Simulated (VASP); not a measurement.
# WC (P-6m2) in VASP: a series of runs, part 2 of 2

VASP 6.6.1. Earlier steps stand in the parts before.

**4. Single point, r2SCAN**

This run uses another cell than the first one, of 10.44 Å³/atom, 1.012 times its volume.

POSCAR reads:

```
WC
1.0
    2.9147392300      0.0000000000      0.0000000000
   -1.4573696150      2.5242382186      0.0000000000
    0.0000000000      0.0000000000      2.8381602487
W C
1 1
Direct
    0.0000000000      0.0000000000      0.0000000000
    0.6666666667      0.3333333333      0.5000000000
```

INCAR.step1 reads:

```
ALGO     = Normal         # electronic algorithm
EDIFF    = 1E-4           # SCF threshold, eV
ENCUT    = 520            # plane-wave cutoff, eV
GGA      = PE             # functional
ISMEAR   = 0              # smearing method
LASPH    = T              # aspherical terms in the spheres
LCHARG   = F              # write CHGCAR
LREAL    = F              # projectors in reciprocal space
LWAVE    = T              # write WAVECAR
NBANDS   = 16             # bands
NELM     = 80             # most SCF steps
PREC     = Accurate       # precision mode
SIGMA    = 0.1            # smearing width, eV
```

INCAR.step2 reads:

```
ALGO     = Normal         # electronic algorithm
EDIFF    = 1E-6           # SCF threshold, eV
ENCUT    = 520            # plane-wave cutoff, eV
ISIF     = 2              # what is computed and relaxed
ISMEAR   = 0              # smearing method
ISTART   = 1            
LASPH    = T              # aspherical terms in the spheres
LCHARG   = F              # write CHGCAR
LMIXTAU  = T            
LREAL    = F              # projectors in reciprocal space
LWAVE    = F              # write WAVECAR
METAGGA  = R2SCAN         # meta-GGA
NBANDS   = 16             # bands
NELM     = 80             # most SCF steps
PREC     = Accurate       # precision mode
SIGMA    = 0.1            # smearing width, eV
```

KPOINTS reads:

```
k-points
0
Gamma
  18 18 14
```

Potentials or basis: VASP PAW PBE potentials, release 64 (W_sv, C).

On the command line:

```sh
$ cat potpaw_PBE.64/W_sv/POTCAR potpaw_PBE.64/C/POTCAR > POTCAR
$ cp INCAR.step1 INCAR
$ mpirun -np 1 vasp_std > vasp.out
$ cp INCAR.step2 INCAR
$ mpirun -np 1 vasp_std > vasp.out
```

OUTCAR:

```text
EDIFF = 1E-6
   ENCUT = 520
   ISIF = 2
   ISMEAR = 0
   ISTART = 1
   LASPH = T
   LREAL = F
   METAGGA = R2SCAN
   NELM = 80
   PREC = Accurate

 ion  position               nearest neighbor table
   1  0.000  0.000  0.000-   2 2.20   2 2.20   2 2.20   2 2.20   2 2.20   2 2.20
   2  0.667  0.333  0.500-   1 2.20   1 2.20   1 2.20   1 2.20   1 2.20   1 2.20

  LATTYP: Found a hexagonal cell.
 ALAT       =     2.9147392300
 C/A-ratio  =     0.9737269871

  Lattice vectors:

 A1 = (   2.9147392300,   0.0000000000,   0.0000000000)
 A2 = (  -1.4573696150,   2.5242382186,   0.0000000000)
 A3 = (   0.0000000000,   0.0000000000,   2.8381602487)

Analysis of symmetry for initial positions (statically):
=====================================================================
 Subroutine PRICEL returns:
 Original cell was already a primitive cell.

 Routine SETGRP: Setting up the symmetry group for a
 hexagonal supercell.

 Subroutine GETGRP returns: Found 12 space group operations
 (whereof 12 operations were pure point group operations)
 out of a pool of 24 trial point group operations.

The static configuration has the point symmetry D_3h.

Analysis of symmetry for dynamics (positions and initial velocities):
=====================================================================
 Subroutine PRICEL returns:
 Original cell was already a primitive cell.

 Routine SETGRP: Setting up the symmetry group for a
 hexagonal supercell.

 Subroutine GETGRP returns: Found 12 space group operations
 (whereof 12 operations were pure point group operations)
 out of a pool of 24 trial point group operations.

The dynamic configuration has the point symmetry D_3h.

 Subroutine INISYM returns: Found 12 space group operations
 (whereof 12 operations are pure point group operations),
 and found     1 'primitive' translations

[... 106 lines left out ...]
   NUPDOWN=      -1.0000    fix difference up-down
   EMIN   =  10.00;   EMAX   =-10.00  energy-range for DOS
   EFERMI =   0.00;   METHOD = LEGACY
   ISMEAR =     0;   SIGMA  =   0.10  broadening in eV -4-tet -1-fermi 0-gaus
   EFERMI_NEDOS =   21; number of points for ismear=-14 and -15
   IALGO  =     38    algorithm
   IMIX   =      4    mixing-type and parameters
     AMIX     =   0.40;   BMIX     =  1.00
     AMIX_MAG =   1.60;   BMIX_MAG =  1.00
  volume/ion in A,a.u.               =      10.44        70.46
  Fermi-wavevector in a.u.,A,eV,Ry     =   1.558033  2.944256 33.027696  2.427467
  Thomas-Fermi vector in A             =   2.661597
   LORBIT       =      0    0 simple, 1 ext, 2 COOP (PROOUT), +10 PAW based schemes
   METAGGA = R2SCAN    functional components
   LHFCALC =     F    Hartree Fock is set to
   AEXX    =    0.0000 exact exchange contribution
   IVDW    =     0    specifies the selected vdW correction
   LEPSILON=     F    determine dielectric tensor
   LRPA    =     F    only Hartree local field effects (RPA)
 non-spin polarized calculation
 Gauss-broadening in eV      SIGMA  =   0.10
  energy-cutoff  :      520.00
  volume of cell :       20.88
 maximum number of plane-waves:       581
 NGX is ok and might be reduce to    24
   NGX = 11   NGY = 11   NGZ = 11

 number of electron      18.0000001 magnetization

 Free energy of the ion-electron system (eV)
  ---------------------------------------------------
  ext. energy  EPLUGINS =         0.00000000
  ---------------------------------------------------
  free energy    TOTEN  =       -61.61368617 eV

  energy without entropy =      -61.61226383  energy(sigma->0) =      -61.61297500

 E-fermi :  10.8592     XC(G=0): -14.9300

 val. band max:       10.8432674603   @ k =   0.3333   0.3333   0.0714
 cond. band min:      10.8712944537   @ k =   0.0556   0.0000   0.2143
 fundamental gap:      0.0280269933
 Fermi energy:        10.8592039962

 k-point     1 :       0.0000    0.0000    0.0000
  band No.  band energies     occupation
      1     -65.0843      2.00000
      2     -28.3863      2.00000
      3     -28.2895      2.00000
      4     -28.2895      2.00000
      5      -4.3185      2.00000
      6       6.4226      2.00000
[... 433 lines left out ...]
      3     -28.5422      2.00000
      4     -28.2715      2.00000
      5      -0.9074      2.00000
      6       3.7414      2.00000
[... 8 lines left out ...]
     15      25.4772      0.00000
     16      29.3233      0.00000

 [... further k-points ...]
[... 5 lines left out ...]
  --------------------------------------------------------------------------------------
  -------------------------------------------------------------------------------------
  Total        0.0990596      0.0990596      0.1411364      0.0000000      0.0000000     -0.0000000
  in kB        7.6004680      7.6004680     10.8288583      0.0000000      0.0000000     -0.0000000
  external PRESSURE =       8.6765981 kB  Pullay stress =       0.0000000 kB

 VOLUME and BASIS-vectors are now :
 -----------------------------------------------------------------------------
  energy-cutoff  :      520.00
  volume of cell :       20.88
      direct lattice vectors                 reciprocal lattice vectors
     2.914739230  0.000000000  0.000000000     0.343083865  0.198079562  0.000000000
    -1.457369615  2.524238219  0.000000000     0.000000000  0.396159123  0.000000000
     0.000000000  0.000000000  2.838160249     0.000000000  0.000000000  0.352340922

 POSITION                                       TOTAL-FORCE (eV/Angst)
 -----------------------------------------------------------------------------------
      0.00000      0.00000      0.00000        -0.000000     -0.000000      0.000000
      1.45737      0.84141      1.41908         0.000000      0.000000      0.000000
 -----------------------------------------------------------------------------------
    total drift:                               -0.000000      0.000000      0.000000

  FREE ENERGIE OF THE ION-ELECTRON SYSTEM (eV)
  ---------------------------------------------------
  free  energy   TOTEN  =       -61.6136861655 eV

  energy  without entropy=      -61.6122638255  energy(sigma->0) =      -61.61297500
```

OSZICAR.step1:

```text
N       E                     dE             d eps       ncg     rms          rms(c)
DAV:   1     0.109995725999E+03    0.11000E+03   -0.93572E+03  9496   0.125E+03
DAV:   2    -0.222506122196E+02   -0.13225E+03   -0.12786E+03 11264   0.337E+02
DAV:   3    -0.255074425253E+02   -0.32568E+01   -0.32464E+01 10552   0.501E+01
DAV:   4    -0.255247699953E+02   -0.17327E-01   -0.17326E-01 12400   0.413E+00
DAV:   5    -0.255249009088E+02   -0.13091E-03   -0.13091E-03 10496   0.339E-01    0.321E+01
DAV:   6    -0.225316240940E+02    0.29933E+01   -0.58006E+00 11504   0.258E+01    0.838E+00
DAV:   7    -0.224750791775E+02    0.56545E-01   -0.42743E-01  9920   0.503E+00    0.616E+00
DAV:   8    -0.224482377149E+02    0.26841E-01   -0.64344E-02 10704   0.218E+00    0.107E+00
DAV:   9    -0.224470649977E+02    0.11727E-02   -0.30324E-03 10392   0.432E-01    0.122E-01
DAV:  10    -0.224470024864E+02    0.62511E-04   -0.30129E-04 11256   0.195E-01
   1 F= -.22447002E+02 E0= -.22446318E+02  d E =-.136905E-02
```

Wall time 2.5 min (1 thread of Intel Xeon Platinum 8488C (Sapphire Rapids), shared host); peak memory 0.22 GiB.

Results:

* Free energy: -61.6137 eV
* Pressure: 0.9 GPa
* Band gap on the k mesh: zero (band 9 reaches 11.63 eV, above the bottom of band 10 at 10.31 eV)

Levels at points of the mesh, in eV from the Fermi level:
```csv
k point,band 6,band 7,band 8,band 9,band 10,band 11,band 12,band 13
"(0.00, 0.00, 0.00)",-4.44,-3.46,-3.46,0.14,3.41,3.41,5.95,5.95
"(0.50, 0.00, 0.00)",-7.29,-3.69,-3.65,-0.50,2.50,4.71,5.07,7.28
"(0.00, 0.00, 0.50)",-8.95,-2.08,-2.08,-0.55,-0.55,3.85,4.83,4.83
"(0.50, 0.00, 0.50)",-6.67,-4.45,-4.34,0.23,4.58,5.47,6.94,9.62
```

Caveat: the PAW data sets were made with another functional, which shifts forces and pressure a little; spin-orbit coupling is left out, which moves the levels of the heavy elements.

**5. The runs side by side**

| cell | gap on the mesh (eV) | pressure (GPa) |
| --- | --- | --- |
| a = 2.902, b = 2.902, c = 2.828 Å, angles 90.0, 90.0, 120.0°, 2 atoms | none | 6.0 |
| a = 2.909, b = 2.909, c = 2.834 Å, angles 90.0, 90.0, 120.0°, 2 atoms | none | 2.9 |
| a = 2.915, b = 2.915, c = 2.838 Å, angles 90.0, 90.0, 120.0°, 2 atoms | none | 0.9 |

Alike in all rows: task single point; level r2SCAN; potentials or basis VASP PAW PBE potentials, release 64 (W_sv, C); no spin polarisation; k mesh 18 × 18 × 14; cutoff (eV) 520; smearing gaussian 0.1 eV.

Caveats: the PAW data sets were made with another functional, which shifts forces and pressure a little; spin-orbit coupling is left out, which moves the levels of the heavy elements.

Absolute energies hang on the potentials; compare differences alone.
